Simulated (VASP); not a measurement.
# GdO (P-6m2) in VASP: notebook

GdO is run at these levels: PBE; tasks: single point.

Program: VASP 6.6.1. These are calculated values, not measurements. Logs are shortened: lines on timing, memory, paths and dates and some standing lists are left out, and cuts for length are marked.

### Step 1. The cell of the first run

The structure is hexagonal, space group P-6m2 (No. 187). The conventional cell has a = 3.113 Å, b = 3.113 Å, c = 3.038 Å, α = 90.00°, β = 90.00°, γ = 120.00°. Gd (site symmetry -6m2) has 6 O at 2.35 Å and 2 Gd at 3.04 Å within 3.1 Å. Within 3.1 Å of O (site symmetry -6m2) lie 6 Gd at 2.35 Å and 2 O at 3.04 Å.

### Step 2. Single point, PBE, collinear spin, ferromagnetic start

INCAR reads:

```
SYSTEM = GdO
ALGO = Normal
EDIFF = 1E-7
ENCUT = 520
GGA = PE
ISIF = 2
ISMEAR = -1
ISPIN = 2
LASPH = .True.
LCHARG = .True.
LELF = .True.
LMAXMIX = 6
LORBIT = 11
LREAL = .False.
LVHAR = .True.
LWAVE = .False.
MAGMOM = 7 0
NBANDS = 23
NELM = 150
PREC = Accurate
SIGMA = 0.05
```

KPOINTS reads:

```
k-points
0
Gamma
  10 10 9
  0 0 0
```

POSCAR reads:

```
GdO
1.0
    3.1132995800      0.0000000000      0.0000000000
   -1.5566497900      2.6961965200      0.0000000000
    0.0000000000      0.0000000000      3.0384261400
Gd O
1 1
Direct
    0.0000000000      0.0000000000      0.0000000000
    0.6666666667      0.3333333333      0.5000000000
```

Potentials or basis: VASP PAW PBE potentials, release 64 (Gd, O).

Launch:

```sh
$ cat potpaw_PBE.64/Gd/POTCAR potpaw_PBE.64/O/POTCAR > POTCAR
$ mpirun -np 1 vasp_std > vasp.out
```

OUTCAR:

```text
SYSTEM = GdO
   EDIFF = 1E-7
   ENCUT = 520
   GGA = PE
   ISIF = 2
   ISMEAR = -1
   ISPIN = 2
   LASPH = .True.
   LORBIT = 11
   LREAL = .False.
   NELM = 150
   PREC = Accurate

 ion  position               nearest neighbor table
   1  0.000  0.000  0.000-   2 2.35   2 2.35   2 2.35   2 2.35   2 2.35   2 2.35
   2  0.667  0.333  0.500-   1 2.35   1 2.35   1 2.35   1 2.35   1 2.35   1 2.35

  LATTYP: Found a hexagonal cell.
 ALAT       =     3.1132995800
 C/A-ratio  =     0.9759504545

  Lattice vectors:

 A1 = (   3.1132995800,   0.0000000000,   0.0000000000)
 A2 = (  -1.5566497900,   2.6961965200,   0.0000000000)
 A3 = (   0.0000000000,   0.0000000000,   3.0384261400)

Analysis of symmetry for initial positions (statically):
=====================================================================
 Subroutine PRICEL returns:
 Original cell was already a primitive cell.

 Routine SETGRP: Setting up the symmetry group for a
 hexagonal supercell.

 Subroutine GETGRP returns: Found 12 space group operations
 (whereof 12 operations were pure point group operations)
 out of a pool of 24 trial point group operations.

The static configuration has the point symmetry D_3h.

Analysis of symmetry for dynamics (positions and initial velocities):
=====================================================================
 Subroutine PRICEL returns:
 Original cell was already a primitive cell.

 Routine SETGRP: Setting up the symmetry group for a
 hexagonal supercell.

 Subroutine GETGRP returns: Found 12 space group operations
 (whereof 12 operations were pure point group operations)
 out of a pool of 24 trial point group operations.

The dynamic configuration has the point symmetry D_3h.

Analysis of structural, dynamic, and magnetic symmetry:
=====================================================================
 Subroutine PRICEL returns:
 Original cell was already a primitive cell.

 Routine SETGRP: Setting up the symmetry group for a
 hexagonal supercell.

 Subroutine GETGRP returns: Found 12 space group operations
 (whereof 12 operations were pure point group operations)
 out of a pool of 24 trial point group operations.

The overall configuration has the point symmetry D_3h.

 Subroutine INISYM returns: Found 12 space group operations
 (whereof 12 operations are pure point group operations),
 and found     1 'primitive' translations

----------------------------------------------------------------------------------------

                                     Primitive cell

  volume of cell :      25.5048

  direct lattice vectors                    reciprocal lattice vectors
     3.113299580  0.000000000  0.000000000     0.321202626  0.185446423  0.000000000
    -1.556649790  2.696196520  0.000000000     0.000000000  0.370892846  0.000000000
     0.000000000  0.000000000  3.038426140     0.000000000  0.000000000  0.329117758

  length of vectors
     3.113299580  3.113299575  3.038426140     0.370892845  0.370892846  0.329117758

  position of ions in fractional coordinates (direct lattice)
     0.000000000  0.000000000  0.000000000
     0.666666667  0.333333333  0.500000000

  ion indices of the primitive-cell ions
   primitive index   ion index
                 1           1
                 2           2

----------------------------------------------------------------------------------------

 KPOINTS: k-points

Automatic generation of k-mesh.
 Grid dimensions read from file:
 generate k-points for:   10   10    9

 Generating k-lattice:

  Cartesian coordinates                     Fractional coordinates (reciprocal lattice)
     0.032120263  0.018544642  0.000000000     0.100000000  0.000000000  0.000000000
     0.000000000  0.037089285  0.000000000     0.000000000  0.100000000  0.000000000
     0.000000000  0.000000000  0.036568640     0.000000000  0.000000000  0.111111111

  Length of vectors
     0.037089285  0.037089285  0.036568640

  Shift w.r.t. Gamma in fractional coordinates (k-lattice)
     0.000000000  0.000000000  0.000000000

 Subroutine IBZKPT returns following result:
 ===========================================

 Found     70 irreducible k-points:

 Following reciprocal coordinates:
            Coordinates               Weight
  0.000000  0.000000  0.000000      1.000000
  0.100000  0.000000  0.000000      6.000000
  0.200000  0.000000  0.000000      6.000000
  0.300000  0.000000  0.000000      6.000000
  0.400000  0.000000  0.000000      6.000000
  0.500000  0.000000  0.000000      3.000000
[... 16 lines left out ...]
  0.300000  0.100000  0.111111     24.000000
  0.400000  0.100000  0.111111     24.000000
 [... further k-points ...]
   k-points           NKPTS =     70   k-points in BZ     NKDIM =     70   number of bands    NBANDS=     23
   number of dos      NEDOS =    301   number of ions     NIONS =      2
   total plane-waves  NPLWV =  13824
   dimension x,y,z NGX =    24 NGY =   24 NGZ =   24
   dimension x,y,z NGXF=    48 NGYF=   48 NGZF=   48
   ions per type =               1   1
   NGX,Y,Z   is equivalent  to a cutoff of  12.82, 12.82, 13.13 a.u.
   NGXF,Y,Z  is equivalent  to a cutoff of  25.63, 25.63, 26.26 a.u.
 SYSTEM =  GdO
   PREC   = accura    normal or accurate (medium, high low for compatibility)
   ISTART =      0    job   : 0-new  1-cont  2-samecut
   ICHARG =      2    charge: 1-file 2-atom 10-const
   ISPIN  =      2    spin polarized calculation?
   LNONCOLLINEAR =      F non collinear calculations
   LSORBIT =      F    spin-orbit coupling
   LASPH  =      T    aspherical Exc in radial PAW
   ENCUT  =  520.0 eV  38.22 Ry    6.18 a.u.   5.79  5.79  5.65*2*pi/ulx,y,z
   NELM   =    150;   NELMIN=  2; NELMDL= -5     # of ELM steps
   EDIFF  = 0.1E-06   stopping-criterion for ELM
   LREAL  =      F    real-space projection
   EDIFFG = 0.1E-05   stopping-criterion for IOM
   NSW    =      0    number of steps for IOM
   IBRION =     -1    ionic relax: 0-MD 1-quasi-New 2-CG
   NFREE  =      0    steps in history (QN), initial steepest desc. (CG)
   ISIF   =      2    stress and relaxation
   ISYM   =      2    0-nonsym 1-usesym 2-fastsym
   POTIM  = 0.5000    time-step for ionic-motion
   TEBEG  =    0.0;   TEEND  =   0.0 temperature during run
   PSTRESS=    0.0 pullay stress
   NELECT =      24.0000    total number of electrons
   NUPDOWN=      -1.0000    fix difference up-down
   EMIN   =  10.00;   EMAX   =-10.00  energy-range for DOS
   EFERMI =   0.00;   METHOD = LEGACY
   ISMEAR =    -1;   SIGMA  =   0.05  broadening in eV -4-tet -1-fermi 0-gaus
   EFERMI_NEDOS =   21; number of points for ismear=-14 and -15
   IALGO  =     38    algorithm
   IMIX   =      4    mixing-type and parameters
     AMIX     =   0.40;   BMIX     =  1.00
     AMIX_MAG =   1.60;   BMIX_MAG =  1.00
  volume/ion in A,a.u.               =      12.75        86.06
  Fermi-wavevector in a.u.,A,eV,Ry     =   1.604248  3.031589 35.016116  2.573612
  Thomas-Fermi vector in A             =   2.700783
   LORBIT       =     11    0 simple, 1 ext, 2 COOP (PROOUT), +10 PAW based schemes
   GGA     = PE    functional components
   LHFCALC =     F    Hartree Fock is set to
   AEXX    =    0.0000 exact exchange contribution
   IVDW    =     0    specifies the selected vdW correction
   LEPSILON=     F    determine dielectric tensor
   LRPA    =     F    only Hartree local field effects (RPA)
 spin polarized calculation
  energy-cutoff  :      520.00
  volume of cell :       25.50
 maximum number of plane-waves:       701
 NGX is ok and might be reduce to    24
   NGX = 11   NGY = 11   NGZ = 11

 number of electron      23.9999995 magnetization       7.1777179

 Free energy of the ion-electron system (eV)
  ---------------------------------------------------
  ext. energy  EPLUGINS =         0.00000000
  ---------------------------------------------------
  free energy    TOTEN  =       -21.27294394 eV

  energy without entropy =      -21.25845348  energy(sigma->0) =      -21.26569871

 E-fermi :   7.0953     XC(G=0): -12.5985

 val. band max:        7.0952289467   @ k =   0.3000   0.0000   0.2222
 cond. band min:       7.1029763027   @ k =   0.1000   0.1000   0.4444
 fundamental gap:      0.0077473559
 Fermi energy:         7.0952675412

 spin component 1

 k-point     1 :       0.0000    0.0000    0.0000
  band No.  band energies     occupation
      1     -38.2355      1.00000
      2     -15.0485      1.00000
      3     -14.8010      1.00000
      4     -14.8010      1.00000
      5     -13.4515      1.00000
      6       1.4069      1.00000
[... 15 lines left out ...]
     22      19.4965      0.00000
     23      23.5531      0.00000
[... 575 lines left out ...]
      1     -37.9307      1.00000
      2     -17.5624      1.00000
      3     -15.4856      1.00000
      4     -14.9186      1.00000
      5     -11.6669      1.00000
      6      -0.2809      1.00000
[... 15 lines left out ...]
     22      20.0358      0.00000
     23      21.8437      0.00000

 [... further k-points ...]

 spin component 2

 k-point     1 :       0.0000    0.0000    0.0000
  band No.  band energies     occupation
      1     -35.1745      1.00000
      2     -13.3503      1.00000
      3     -12.8034      1.00000
      4     -12.4902      1.00000
      5     -12.4902      1.00000
      6       1.7215      1.00000
[... 15 lines left out ...]
     22      20.5541      0.00000
     23      24.3721      0.00000
[... 575 lines left out ...]
      1     -34.8016      1.00000
      2     -16.1621      1.00000
      3     -13.3360      1.00000
      4     -12.6503      1.00000
      5     -10.8419      1.00000
      6       0.0530      1.00000
[... 15 lines left out ...]
     22      21.2689      0.00000
     23      22.9837      0.00000

 [... further k-points ...]
[... 5 lines left out ...]
  --------------------------------------------------------------------------------------
  -------------------------------------------------------------------------------------
  Total        5.1393268      5.1393268      4.8349299     -0.0000000      0.0000000     -0.0000000
  in kB      322.8461989    322.8461975    303.7243587     -0.0000000      0.0000000     -0.0000000
  external PRESSURE =     316.4722517 kB  Pullay stress =       0.0000000 kB

 VOLUME and BASIS-vectors are now :
 -----------------------------------------------------------------------------
  energy-cutoff  :      520.00
  volume of cell :       25.50
      direct lattice vectors                 reciprocal lattice vectors
     3.113299580  0.000000000  0.000000000     0.321202626  0.185446423  0.000000000
    -1.556649790  2.696196520  0.000000000     0.000000000  0.370892846  0.000000000
     0.000000000  0.000000000  3.038426140     0.000000000  0.000000000  0.329117758

 POSITION                                       TOTAL-FORCE (eV/Angst)
 -----------------------------------------------------------------------------------
      0.00000      0.00000      0.00000        -0.000000     -0.000000      0.000000
      1.55665      0.89873      1.51921         0.000000      0.000000      0.000000
 -----------------------------------------------------------------------------------
    total drift:                               -0.000000     -0.000000      0.000000

  FREE ENERGIE OF THE ION-ELECTRON SYSTEM (eV)
  ---------------------------------------------------
  free  energy   TOTEN  =       -21.2729439365 eV

  energy  without entropy=      -21.2584534759  energy(sigma->0) =      -21.26569871

 total charge

# of ion       s       p       d       f       tot
--------------------------------------------------
    1        2.036   5.634   0.755   7.075  15.500
    2        1.563   3.494   0.000   0.000   5.058
--------------------------------------------------
tot          3.599   9.129   0.755   7.075  20.558

 magnetization (x)

# of ion       s       p       d       f       tot
--------------------------------------------------
    1        0.000  -0.066   0.172   6.721   6.827
    2       -0.002  -0.014   0.000   0.000  -0.016
--------------------------------------------------
tot         -0.001  -0.080   0.172   6.721   6.811
```

Wall time 2.3 min (1 thread of AMD EPYC 7R43 (Zen 3), shared host); peak memory 0.17 GiB.

What came out:

```yaml
Free_energy: -21.2729 eV
Pressure: 31.6 GPa
Net_moment: 7.18 μB per cell
Site_moments: Gd +6.83; O -0.02 μB
Valence_electrons_inside_the_program's_atomic_spheres: Gd 15.50; O 5.06
```

Stress tensor (GPa, compression positive):
```
32.28  0.00  0.00
 0.00 32.28  0.00
 0.00  0.00 30.37
```

Levels at points of the mesh, in eV from the Fermi level:
Spin up:
```tsv
k point	band 12	band 13	band 14	band 15	band 16	band 17	band 18	band 19	band 20	band 21
(0.00, 0.00, 0.00)	-4.20	-4.20	-4.17	-3.38	-2.71	0.88	3.59	3.59	6.78	6.78
(0.50, 0.00, 0.00)	-4.26	-4.20	-4.09	-3.48	-2.16	3.59	5.49	5.53	7.62	7.77
```
Spin down:
| k point | band 6 | band 7 | band 8 | band 9 | band 10 | band 11 |
| --- | --- | --- | --- | --- | --- | --- |
| (0.00, 0.00, 0.00) | -5.37 | -5.37 | -4.48 | -1.61 | -0.25 | 0.87 |
| (0.50, 0.00, 0.00) | -7.05 | -6.01 | -4.71 | -1.19 | 0.64 | 0.68 |

Caveat: spin-orbit coupling is left out, which moves the levels of the heavy elements; a cell with one magnetic atom can't hold antiferromagnetic order, which such compounds often take; without U or exact exchange the open f shell lies at the Fermi level, which spoils levels, moments and volumes.

[end of part 1 of 2]
